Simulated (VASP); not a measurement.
Wanted: the native input for a VASP 6.6.1 run.

| Property | Result |
| --- | --- |
| Task | single point |
| Functional | PBEsol |
| Potentials or basis | VASP PAW PBE potentials, release 64 (Ta_pv) |
| Cutoff | 520 eV |
| k mesh | 26 × 26 × 26 |
| Occupations | gaussian, width 0.15 eV |
| Spin | no spin polarisation |
| Dipole correction | no |
| Further INCAR settings | ALGO = Fast; EDIFF = 1e-06; NBANDS = 12 |

The structure of Ta lies in POSCAR:

```
Ta
1.0
   -1.7714805432      1.7714805432      1.5746493717
    1.7714805432     -1.7714805432      1.5746493717
    1.7714805432      1.7714805432     -1.5746493717
Ta
1
Direct
    0.0000000000      0.0000000000      0.0000000000
```

This cell differs from its parent crystal: strain +0.080 along x and y, -0.040 along z.

These files were run (other wordings do the same):

INCAR

```
ALGO     = Fast           # electronic algorithm
EDIFF    = 1E-6           # SCF threshold, eV
ENCUT    = 520            # plane-wave cutoff, eV
GGA      = PS             # functional
ISIF     = 2              # what is computed and relaxed
ISMEAR   = 0              # smearing method
LASPH    = T              # aspherical terms in the spheres
LCHARG   = F              # write CHGCAR
LREAL    = F              # projectors in reciprocal space
LWAVE    = F              # write WAVECAR
NBANDS   = 12             # bands
NELM     = 80             # most SCF steps
PREC     = Accurate       # precision mode
SIGMA    = 0.15           # smearing width, eV
```

KPOINTS

```
k-points
0
Gamma
  26 26 26
```

Potentials or basis: VASP PAW PBE potentials, release 64 (Ta_pv).

Run with:

```sh
$ cat potpaw_PBE.64/Ta_pv/POTCAR > POTCAR
$ mpirun -np 1 vasp_std > vasp.out
```

Results of the run:

| Item | Value |
| --- | --- |
| Pressure | -17.8 GPa |
| Band gap on the k mesh | zero (an odd number of electrons rules out a gap without spin polarisation) |

Caveat: the cell differs from its parent crystal (strain +0.080 along x and y, -0.040 along z); the cell stands under tension; the PAW data sets were made with another functional, which shifts forces and pressure a little; spin-orbit coupling is left out, which moves the levels of the heavy elements.

Wall time 2.3 min on 1 thread of Intel(R) Xeon(R) Platinum 8488C (Sapphire Rapids) (shared host), peak memory 0.4 GiB.
